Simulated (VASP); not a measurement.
# ZrSi2O6 (C222) in VASP: density of states with LDA

Aim: the density of states of ZrSi2O6 with LDA.

All numbers are computed with VASP 6.6.1; they aren't measurements. Logs are shortened: lines on timing, memory, paths and dates and some standing lists are left out, and cuts for length are marked.

### 1 The cell of the first run

The structure is orthorhombic, space group C222 (No. 21). Conventional cell: a = 5.212 Å, b = 9.961 Å, c = 6.040 Å, α = 90.00°, β = 90.00°, γ = 90.00°. Zr (site symmetry 222) has 4 O at 1.96 Å within 2.6 Å. Within 2.2 Å of Si (site symmetry 2) lie 4 O at 1.63 Å. O (site symmetry 1) has 1 Si at 1.63 Å and 1 Zr at 1.96 Å within 2.2 Å. Within 2.2 Å of O (site symmetry 2) lie 2 Si at 1.63 Å.

### 2 Density of states, LDA

POSCAR reads:

```
ZrSi2O6
1.0
    2.6059800000     -4.9806660000      0.0000000000
    2.6059800000      4.9806660000      0.0000000000
    0.0000000000      0.0000000000      6.0403040000
Zr Si O
1 2 6
Direct
    0.5000000000      0.5000000000      0.5000000000
    0.0000000000      0.5000000000      0.8447630000
    0.5000000000      0.0000000000      0.1552370000
    0.8233670000      0.5874280000      0.6896070000
    0.2232670000      0.7767330000      0.0000000000
    0.5874280000      0.8233670000      0.3103930000
    0.1766330000      0.4125720000      0.6896070000
    0.7767330000      0.2232670000      0.0000000000
    0.4125720000      0.1766330000      0.3103930000
```

INCAR.step1 reads:

```
PREC = Accurate
ENCUT = 520
EDIFF = 1E-7
ISMEAR = 0
SIGMA = 0.02
LREAL = F
LASPH = T
NELM = 80
ALGO = Normal
ISIF = 2
LWAVE = F
LCHARG = T
LMAXMIX = 4
GGA = CA
NBANDS = 38
```

KPOINTS.step1 reads:

```
Automatic mesh
0
Gamma
  6 6 4
```

INCAR.step2 reads:

```
PREC = Accurate
ENCUT = 520
EDIFF = 1E-7
ISMEAR = -5
SIGMA = 0.02
LREAL = F
LASPH = T
NELM = 80
ALGO = Normal
ISIF = 2
LWAVE = F
LCHARG = F
LMAXMIX = 4
GGA = CA
LORBIT = 10
NBANDS = 38
NEDOS = 1001
ICHARG = 11
```

KPOINTS.step2 reads:

```
Automatic mesh
0
Gamma
  9 9 6
```

Potentials or basis: VASP PAW LDA potentials, release 64 (Zr_sv, Si, O).

The run is started by

```console
cat potpaw_LDA.64/Zr_sv/POTCAR potpaw_LDA.64/Si/POTCAR potpaw_LDA.64/O/POTCAR > POTCAR
cp INCAR.step1 INCAR
cp KPOINTS.step1 KPOINTS
mpirun -np 1 vasp_std > vasp.out
cp INCAR.step2 INCAR
cp KPOINTS.step2 KPOINTS
mpirun -np 1 vasp_std > vasp.out
```

OUTCAR:

```text
PREC = Accurate
   ENCUT = 520
   EDIFF = 1E-7
   ISMEAR = -5
   LREAL = F
   LASPH = T
   NELM = 80
   ISIF = 2
   GGA = CA
   LORBIT = 10
   ICHARG = 11

 ion  position               nearest neighbor table
   1  0.500  0.500  0.500-   4 1.96   6 1.96   7 1.96   9 1.96   2 3.50   3 3.50   3 3.50   2 3.50

   2  0.000  0.500  0.845-   5 1.63   8 1.63   7 1.63   4 1.63   1 3.50   1 3.50
   3  0.500  0.000  0.155-   5 1.63   8 1.63   6 1.63   9 1.63   1 3.50   1 3.50
   4  0.823  0.587  0.690-   2 1.63   1 1.96
   5  0.223  0.777  0.000-   2 1.63   3 1.63
   6  0.587  0.823  0.310-   3 1.63   1 1.96
   7  0.177  0.413  0.690-   2 1.63   1 1.96
   8  0.777  0.223  0.000-   2 1.63   3 1.63
   9  0.413  0.177  0.310-   3 1.63   1 1.96

  LATTYP: Found a base centered orthorhombic cell.
 ALAT       =     5.2119600000
 B/A-ratio  =     1.9112449059
 C/A-ratio  =     1.1589313809

  Lattice vectors:

 A1 = (   2.6059800000,  -4.9806660000,   0.0000000000)
 A2 = (   2.6059800000,   4.9806660000,   0.0000000000)
 A3 = (   0.0000000000,   0.0000000000,   6.0403040000)

Analysis of symmetry for initial positions (statically):
=====================================================================
 Subroutine PRICEL returns:
 Original cell was already a primitive cell.

 Routine SETGRP: Setting up the symmetry group for a
 base centered orthorhombic supercell.

 Subroutine GETGRP returns: Found  4 space group operations
 (whereof  4 operations were pure point group operations)
 out of a pool of  8 trial point group operations.

The static configuration has the point symmetry D_2 .

Analysis of symmetry for dynamics (positions and initial velocities):
=====================================================================
 Subroutine PRICEL returns:
 Original cell was already a primitive cell.

 Routine SETGRP: Setting up the symmetry group for a
 base centered orthorhombic supercell.

 Subroutine GETGRP returns: Found  4 space group operations
 (whereof  4 operations were pure point group operations)
 out of a pool of  8 trial point group operations.

The dynamic configuration has the point symmetry D_2 .

 Subroutine INISYM returns: Found  4 space group operations
 (whereof  4 operations are pure point group operations),
 and found     1 'primitive' translations

----------------------------------------------------------------------------------------

                                     Primitive cell

  volume of cell :     156.8004

  direct lattice vectors                    reciprocal lattice vectors
     2.605980000 -4.980666000  0.000000000     0.191866400 -0.100388181  0.000000000
     2.605980000  4.980666000  0.000000000     0.191866400  0.100388181  0.000000000
     0.000000000  0.000000000  6.040304000     0.000000000  0.000000000  0.165554581

  length of vectors
     5.621224561  5.621224561  6.040304000     0.216542149  0.216542149  0.165554581

  position of ions in fractional coordinates (direct lattice)
     0.500000000  0.500000000  0.500000000
     1.000000000  0.500000000  0.844763000
     0.500000000  1.000000000  0.155237000
     0.823367000  0.587428000  0.689607000
     0.223267000  0.776733000  0.000000000
     0.587428000  0.823367000  0.310393000
     0.176633000  0.412572000  0.689607000
     0.776733000  0.223267000  0.000000000
     0.412572000  0.176633000  0.310393000

  ion indices of the primitive-cell ions
   primitive index   ion index
                 1           1
                 2           2
                 3           3
                 4           4
                 5           5
                 6           6
                 7           7
                 8           8
                 9           9

----------------------------------------------------------------------------------------

 KPOINTS: Automatic mesh

Automatic generation of k-mesh.
 Grid dimensions read from file:
 generate k-points for:    9    9    6

 Generating k-lattice:

  Cartesian coordinates                     Fractional coordinates (reciprocal lattice)
     0.021318489 -0.011154242  0.000000000     0.111111111  0.000000000  0.000000000
     0.021318489  0.011154242  0.000000000     0.000000000  0.111111111  0.000000000
     0.000000000  0.000000000  0.027592430     0.000000000  0.000000000  0.166666667

  Length of vectors
     0.024060239  0.024060239  0.027592430

  Shift w.r.t. Gamma in fractional coordinates (k-lattice)
     0.000000000  0.000000000  0.000000000

 TETIRR: Found    729 inequivalent tetrahedra from     2916

 Subroutine IBZKPT returns following result:
 ===========================================

 Found    100 irreducible k-points:

 Following reciprocal coordinates:
            Coordinates               Weight
  0.000000  0.000000  0.000000      1.000000
  0.111111  0.000000  0.000000      4.000000
  0.222222  0.000000  0.000000      4.000000
  0.333333  0.000000  0.000000      4.000000
  0.444444  0.000000  0.000000      4.000000
  0.111111  0.111111  0.000000      2.000000
[... 16 lines left out ...]
 -0.333333  0.333333  0.000000      2.000000
  0.444444  0.444444  0.000000      2.000000
 [... further k-points ...]
   k-points           NKPTS =    100   k-points in BZ     NKDIM =    100   number of bands    NBANDS=     38
   number of dos      NEDOS =   1001   number of ions     NIONS =      9
   total plane-waves  NPLWV =  84672
   dimension x,y,z NGX =    42 NGY =   42 NGZ =   48
   dimension x,y,z NGXF=    84 NGYF=   84 NGZF=   96
   ions per type =               1   2   6
   NGX,Y,Z   is equivalent  to a cutoff of  12.42, 12.42, 13.21 a.u.
   NGXF,Y,Z  is equivalent  to a cutoff of  24.84, 24.84, 26.42 a.u.
 SYSTEM =  unknown system
   PREC   = accura    normal or accurate (medium, high low for compatibility)
   ISTART =      0    job   : 0-new  1-cont  2-samecut
   ICHARG =     11    charge: 1-file 2-atom 10-const
   ISPIN  =      1    spin polarized calculation?
   LNONCOLLINEAR =      F non collinear calculations
   LSORBIT =      F    spin-orbit coupling
   LASPH  =      T    aspherical Exc in radial PAW
   ENCUT  =  520.0 eV  38.22 Ry    6.18 a.u.  10.45 10.45 11.23*2*pi/ulx,y,z
   NELM   =     80;   NELMIN=  2; NELMDL=  0     # of ELM steps
   EDIFF  = 0.1E-06   stopping-criterion for ELM
   LREAL  =      F    real-space projection
   EDIFFG = 0.1E-05   stopping-criterion for IOM
   NSW    =      0    number of steps for IOM
   IBRION =     -1    ionic relax: 0-MD 1-quasi-New 2-CG
   NFREE  =      0    steps in history (QN), initial steepest desc. (CG)
   ISIF   =      2    stress and relaxation
   ISYM   =      2    0-nonsym 1-usesym 2-fastsym
   POTIM  = 0.5000    time-step for ionic-motion
   TEBEG  =    0.0;   TEEND  =   0.0 temperature during run
   PSTRESS=    0.0 pullay stress
   NELECT =      56.0000    total number of electrons
   NUPDOWN=      -1.0000    fix difference up-down
   EMIN   =  10.00;   EMAX   =-10.00  energy-range for DOS
   EFERMI =   0.00;   METHOD = LEGACY
   ISMEAR =    -5;   SIGMA  =   0.02  broadening in eV -4-tet -1-fermi 0-gaus
   EFERMI_NEDOS =   21; number of points for ismear=-14 and -15
   IALGO  =     38    algorithm
   IMIX   =      4    mixing-type and parameters
     AMIX     =   0.40;   BMIX     =  1.00
     AMIX_MAG =   1.60;   BMIX_MAG =  1.00
  volume/ion in A,a.u.               =      17.42       117.57
  Fermi-wavevector in a.u.,A,eV,Ry     =   1.161507  2.194930 18.355592  1.349098
  Thomas-Fermi vector in A             =   2.298078
   LORBIT       =     10    0 simple, 1 ext, 2 COOP (PROOUT), +10 PAW based schemes
   GGA     = CA    functional components
   LHFCALC =     F    Hartree Fock is set to
   AEXX    =    0.0000 exact exchange contribution
   IVDW    =     0    specifies the selected vdW correction
   LEPSILON=     F    determine dielectric tensor
   LRPA    =     F    only Hartree local field effects (RPA)
 non-spin polarized calculation
 Fermi weights with tetrahedron method with Bloechl corrections
  energy-cutoff  :      520.00
  volume of cell :      156.80
 maximum number of plane-waves:      4246
 NGX is ok and might be reduce to    42

 number of electron      56.0000003 magnetization

 Free energy of the ion-electron system (eV)
  ---------------------------------------------------
  ext. energy  EPLUGINS =         0.00000000
  ---------------------------------------------------
  free energy    TOTEN  =       -81.79877790 eV

  energy without entropy =      -81.79877790  energy(sigma->0) =      -81.79877790

 E-fermi :  -0.5377     XC(G=0):  -8.5493

 val. band max:       -0.5393783423   @ k =  -0.4444   0.4444   0.0000
 cond. band min:       4.2429481382   @ k =   0.0000   0.0000   0.0000
 fundamental gap:      4.7823264805
 Fermi energy:        -0.5376697165

 k-point     1 :       0.0000    0.0000    0.0000
  band No.  band energies     occupation
      1     -47.2325      2.00000
      2     -25.7436      2.00000
      3     -25.7420      2.00000
      4     -25.7407      2.00000
      5     -18.9246      2.00000
      6     -17.4414      2.00000
[... 30 lines left out ...]
     37       9.0964      0.00000
     38       9.3561      0.00000

 k-point     2 :       0.1111    0.0000    0.0000
  band No.  band energies     occupation
      1     -47.2325      2.00000
      2     -25.7444      2.00000
      3     -25.7418      2.00000
      4     -25.7408      2.00000
      5     -18.8928      2.00000
      6     -17.5439      2.00000
[... 30 lines left out ...]
     37       9.0516      0.00000
     38       9.4418      0.00000
[... 859 lines left out ...]
     37       9.3844      0.00000
     38       9.5022      0.00000

 k-point    24 :       0.4444    0.4444    0.0000
  band No.  band energies     occupation
      1     -47.2325      2.00000
      2     -25.7513      2.00000
      3     -25.7445      2.00000
      4     -25.7380      2.00000
      5     -18.8227      2.00000
      6     -17.5598      2.00000
[... 30 lines left out ...]
     37       9.1081      0.00000
     38      10.2063      0.00000

 [... further k-points ...]
[... 5 lines left out ...]
  --------------------------------------------------------------------------------------
  -------------------------------------------------------------------------------------
  Total       -4.6274303     -4.6301285     -4.6272596      0.0000000      0.0000000      0.0000000
  in kB      -47.2827996    -47.3103687    -47.2810546      0.0000000      0.0000000      0.0000000
  external PRESSURE =     -47.2914076 kB  Pullay stress =       0.0000000 kB

 VOLUME and BASIS-vectors are now :
 -----------------------------------------------------------------------------
  energy-cutoff  :      520.00
  volume of cell :      156.80
      direct lattice vectors                 reciprocal lattice vectors
     2.605980000 -4.980666000  0.000000000     0.191866400 -0.100388181  0.000000000
     2.605980000  4.980666000  0.000000000     0.191866400  0.100388181  0.000000000
     0.000000000  0.000000000  6.040304000     0.000000000  0.000000000  0.165554581

 POSITION                                       TOTAL-FORCE (eV/Angst)
 -----------------------------------------------------------------------------------
      2.60598      0.00000      3.02015         0.000000     -0.000000     -0.000000
      1.30299      2.49033      5.10263         0.000000     -0.000000      0.044357
      1.30299     -2.49033      0.93768         0.000000     -0.000000     -0.044357
      3.67650     -1.17513      4.16544        -0.201918     -0.142160      0.010580
      2.60598      2.75663      0.00000         0.000000     -0.201730     -0.000000
      3.67650      1.17513      1.87487        -0.201918      0.142160     -0.010580
      1.53546      1.17513      4.16544         0.201918      0.142160      0.010580
      2.60598     -2.75663      0.00000         0.000000      0.201730     -0.000000
      1.53546     -1.17513      1.87487         0.201918     -0.142160     -0.010580
 -----------------------------------------------------------------------------------
    total drift:                                0.000000     -0.000000      0.000000

  FREE ENERGIE OF THE ION-ELECTRON SYSTEM (eV)
  ---------------------------------------------------
  free  energy   TOTEN  =       -81.7987779009 eV

  energy  without entropy=      -81.7987779009  energy(sigma->0) =      -81.79877790

 total charge

# of ion       s       p       d       tot
------------------------------------------
    1        2.201   6.057   1.595   9.853
    2        0.646   0.990   0.000   1.636
    3        0.646   0.990   0.000   1.636
    4        1.549   3.571   0.000   5.120
    5        1.533   3.673   0.000   5.206
    6        1.549   3.571   0.000   5.120
    7        1.549   3.571   0.000   5.120
    8        1.533   3.673   0.000   5.206
    9        1.549   3.571   0.000   5.120
--------------------------------------------------
tot         12.753  29.669   1.595  44.016
```

It took 7 min on 1 thread of AMD EPYC 9R45 (Zen 5), shared host; peak memory 0.53 GiB.

What came out:

```
Valence electrons inside the program's atomic spheres : Zr 9.85; Si 1.64; O 5.12, 5.21
```
